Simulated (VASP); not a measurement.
# TiO2 (I4_1/amd) in VASP: notebook, part 2 of 2

VASP 6.6.1.

## (3) Relaxation of cell and atoms, PBEsol, target pressure 2 GPa, at which the enthalpy is minimised

INCAR

```
PREC = Accurate ; ENCUT = 600
EDIFF = 1E-7 ; ISMEAR = 0
SIGMA = 0.01 ; LREAL = False
LASPH = True ; NELM = 120
ALGO = Normal ; ISIF = 3
LWAVE = False ; LCHARG = False
GGA = PS ; IBRION = 2
NSW = 80 ; EDIFFG = -0.01
PSTRESS = 20.0 ; GGA_COMPAT = False
NELMIN = 4
```

KPOINTS

```
Automatic mesh
0
Gamma
  6 6 6
```

POSCAR

```
TiO2
1.0
   -1.8921000000      1.8921000000      4.7573000000
    1.8921000000     -1.8921000000      4.7573000000
    1.8921000000      1.8921000000     -4.7573000000
Ti O
2 4
Direct
    0.0000000000      1.0000000000      0.0000000000
    0.7500000000      0.2500000000      0.5000000000
    0.2081000000      0.2081000000      0.0000000000
    0.7919000000      0.7919000000      0.0000000000
   -0.0419000000      0.4581000000      0.5000000000
    0.5419000000      1.0419000000      0.5000000000
```

Potentials or basis: VASP PAW PBE potentials, release 64 (Ti_sv, O).

On the command line:

```console
$ cat potpaw_PBE.64/Ti_sv/POTCAR potpaw_PBE.64/O/POTCAR > POTCAR
$ mpirun -np 1 vasp_std > vasp.out
```

OUTCAR:

```text
PREC = Accurate
   ENCUT = 600
   EDIFF = 1E-7
   ISMEAR = 0
   LREAL = False
   LASPH = True
   NELM = 120
   ISIF = 3
   GGA = PS
   IBRION = 2
   NSW = 80
   EDIFFG = -0.01
   PSTRESS = 20.0
   NELMIN = 4

 ion  position               nearest neighbor table
   1  0.000  0.000  0.000-   6 1.93   5 1.93   6 1.93   5 1.93   4 1.98   3 1.98
   2  0.750  0.250  0.500-   4 1.93   3 1.93   4 1.93   3 1.93   5 1.98   6 1.98
   3  0.208  0.208  0.000-   2 1.93   2 1.93   1 1.98
   4  0.792  0.792  0.000-   2 1.93   2 1.93   1 1.98
   5  0.958  0.458  0.500-   1 1.93   1 1.93   2 1.98
   6  0.542  0.042  0.500-   1 1.93   1 1.93   2 1.98

  LATTYP: Found a body centered tetragonal cell.
 ALAT       =     3.7842000000
 C/A-ratio  =     2.5142962846

  Lattice vectors:

 A1 = (  -1.8921000000,   1.8921000000,   4.7573000000)
 A2 = (   1.8921000000,  -1.8921000000,   4.7573000000)
 A3 = (   1.8921000000,   1.8921000000,  -4.7573000000)

Analysis of symmetry for initial positions (statically):
=====================================================================
 Subroutine PRICEL returns:
 Original cell was already a primitive cell.

 Routine SETGRP: Setting up the symmetry group for a
 body centered tetragonal supercell.

 Subroutine GETGRP returns: Found 16 space group operations
 (whereof  8 operations were pure point group operations)
 out of a pool of 16 trial point group operations.

The static configuration has the point symmetry D_2d.
 The point group associated with its full space group is D_4h.

Analysis of symmetry for dynamics (positions and initial velocities):
=====================================================================
 Subroutine PRICEL returns:
 Original cell was already a primitive cell.

[... 138 lines left out ...]
  Fermi-wavevector in a.u.,A,eV,Ry     =   1.456752  2.752862 28.873289  2.122127
  Thomas-Fermi vector in A             =   2.573634
   LORBIT       =      0    0 simple, 1 ext, 2 COOP (PROOUT), +10 PAW based schemes
   GGA     = PS    functional components
   LHFCALC =     F    Hartree Fock is set to
   AEXX    =    0.0000 exact exchange contribution
   IVDW    =     0    specifies the selected vdW correction
   LEPSILON=     F    determine dielectric tensor
   LRPA    =     F    only Hartree local field effects (RPA)
 conjugate gradient relaxation of ions
 non-spin polarized calculation
 Gauss-broadening in eV      SIGMA  =   0.01
  energy-cutoff  :      600.00
  volume of cell :       68.13
 maximum number of plane-waves:      2299
 NGX is ok and might be reduce to    48
   NGX = 21   NGY = 21   NGZ = 21

--------------------------------------- Ionic step        1  -------------------------------------------

 number of electron      47.9999997 magnetization

 Free energy of the ion-electron system (eV)
  ---------------------------------------------------
  ext. energy  EPLUGINS =         0.00000000
  ---------------------------------------------------
  free energy    TOTEN  =       -56.22557292 eV

  energy without entropy =      -56.22557292  energy(sigma->0) =      -56.22557292

------------------------ aborting loop because EDIFF is reached ----------------------------------------

  FORCE on cell =-STRESS in cart. coord.  units (eV):
  Direction    XX          YY          ZZ          XY          YZ          ZX
  --------------------------------------------------------------------------------------
  -------------------------------------------------------------------------------------
  Total       -0.3918522     -0.3918522      0.0364110      0.0000000      0.0000000      0.0000000
  in kB       -9.2156124     -9.2156124      0.8563180      0.0000000      0.0000000      0.0000000
  external PRESSURE =     -25.8583023 kB  Pullay stress =      20.0000000 kB
[... 155 lines left out ...]
--------------------------------------- Ionic step        5  -------------------------------------------

 number of electron      47.9999996 magnetization

 Free energy of the ion-electron system (eV)
  ---------------------------------------------------
  ext. energy  EPLUGINS =         0.00000000
  ---------------------------------------------------
  free energy    TOTEN  =       -56.22254138 eV

  energy without entropy =      -56.22254138  energy(sigma->0) =      -56.22254138

 E-fermi :   3.4293     XC(G=0): -11.0830

 val. band max:        3.3609109850   @ k =   0.5000   0.5000   0.0000
 cond. band min:       5.4788296008   @ k =   0.0000   0.0000   0.0000
 fundamental gap:      2.1179186158
 Fermi energy:         3.4293307585

 k-point     1 :       0.0000    0.0000    0.0000
  band No.  band energies     occupation
      1     -52.6928      2.00000
      2     -52.6272      2.00000
      3     -29.2962      2.00000
      4     -29.0419      2.00000
      5     -29.0419      2.00000
      6     -28.9655      2.00000
[... 733 lines left out ...]
     27       6.9166      0.00000
     28       7.0586      0.00000

 [... further k-points ...]

------------------------ aborting loop because EDIFF is reached ----------------------------------------

  FORCE on cell =-STRESS in cart. coord.  units (eV):
  Direction    XX          YY          ZZ          XY          YZ          ZX
  --------------------------------------------------------------------------------------
  -------------------------------------------------------------------------------------
  Total        0.8489980      0.8489980      0.8098259      0.0000000     -0.0000000      0.0000000
  in kB       20.2112624     20.2112624     19.2787317      0.0000000     -0.0000000      0.0000000
  external PRESSURE =      -0.0995811 kB  Pullay stress =      20.0000000 kB
[... 25 lines left out ...]
  energy  without entropy=      -56.2225413775  energy(sigma->0) =      -56.22254138

  enthalpy is  TOTEN    =       -55.3824177558 eV   P V=        0.8401236218

 reached required accuracy - stopping structural energy minimisation
```

OSZICAR:

```text
N       E                     dE             d eps       ncg     rms          rms(c)
DAV:   1     0.719477981463E+03    0.71948E+03   -0.27176E+04  1680   0.219E+03
DAV:   2     0.606608719544E+02   -0.65882E+03   -0.63983E+03  1788   0.608E+02
[... 53 lines left out ...]
DAV:   1    -0.562226054060E+02   -0.15723E-03   -0.14182E-02  1680   0.984E-01    0.612E-02
DAV:   2    -0.562225746012E+02    0.30805E-04   -0.46362E-04  1868   0.191E-01    0.365E-02
DAV:   3    -0.562225413685E+02    0.33233E-04   -0.80710E-05  1992   0.942E-02    0.892E-03
DAV:   4    -0.562225415654E+02   -0.19696E-06   -0.17084E-05  2048   0.384E-02    0.310E-03
DAV:   5    -0.562225414611E+02    0.10433E-06   -0.64264E-07  1876   0.682E-03    0.192E-03
DAV:   6    -0.562225413775E+02    0.83550E-07   -0.16838E-07  1020   0.411E-03
   5 F= -.55382418E+02 E0= -.55382418E+02  d E =-.392314E-03
```

It took 8.8 min on 1 thread of Intel Xeon Platinum 8259CL at 2.50GHz (Skylake/Cascade Lake), shared host; peak memory 0.36 GiB.

What came out:

* Free energy: -56.2225 eV
* Relaxed volume: 11.22 Å³/atom
* Relaxed cell: a = 5.444 Å, b = 5.444 Å, c = 5.444 Å, α = 139.54°, β = 139.54°, γ = 58.55°
* Space group after relaxing (to 0.1 Å): I4_1/amd (No. 141)
* Energy change on relaxing (the run minimises the enthalpy): +0.5 meV/atom
* Ionic steps: 5
* Pressure after relaxing: 2.0 GPa
* Largest force after relaxing: 0.006 eV/Å
* Band gap on the k mesh: 2.12 eV (least direct gap 2.44 eV)

Forces in eV/Å, atoms in the order of the input:
```
Ti   0.000  0.000  0.000
Ti   0.000  0.000  0.000
O    0.000  0.000  0.006
O    0.000  0.000 -0.006
O    0.000  0.000  0.006
O    0.000  0.000 -0.006
```

Step by step:
| step | energy change (eV) | largest force (eV/Å) | pressure (GPa) | volume (Å³) |
| --- | --- | --- | --- | --- |
| 1 | 0.0000 | 0.0099 | -0.59 | 68.13 |
| 2 | 0.0259 | 0.1161 | 5.49 | 66.33 |
| 3 | 0.0033 | 0.0579 | 2.07 | 67.31 |
| 4 | 0.0031 | 0.0108 | 1.96 | 67.30 |
| 5 | 0.0030 | 0.0058 | 1.99 | 67.30 |

Final structure:
```
CELL_PARAMETERS angstrom
-1.88237 1.88237 4.74845
1.88237 -1.88237 4.74845
1.88237 1.88237 -4.74845
ATOMIC_POSITIONS crystal
Ti 0.00000 0.00000 0.00000
Ti 0.75000 0.25000 0.50000
O 0.20832 0.20832 0.00000
O 0.79168 0.79168 0.00000
O 0.95832 0.45832 0.50000
O 0.54168 0.04168 0.50000
```

Levels at points of the mesh, in eV from the valence-band top:
| k point | band 21 | band 22 | band 23 | band 24 | band 25 | band 26 | band 27 | band 28 |
| --- | --- | --- | --- | --- | --- | --- | --- | --- |
| (0.00, 0.00, 0.00) | -0.74 | -0.74 | -0.46 | -0.46 | 2.12 | 2.89 | 4.06 | 4.06 |
| (0.50, 0.00, 0.00) | -1.97 | -0.96 | -0.81 | -0.62 | 3.29 | 3.62 | 3.63 | 3.74 |
| (0.50, 0.50, 0.00) | -2.10 | -2.10 | 0.00 | 0.00 | 3.41 | 3.41 | 3.90 | 3.90 |
| (0.50, 0.50, 0.50) | -1.25 | -1.25 | -0.09 | -0.09 | 2.49 | 2.49 | 3.85 | 3.85 |

Caveat: the cell is relaxed towards a set pressure, so the run minimises the enthalpy, not the energy; the PAW data sets were made with another functional, which shifts forces and pressure a little. A k mesh can miss the band edges.
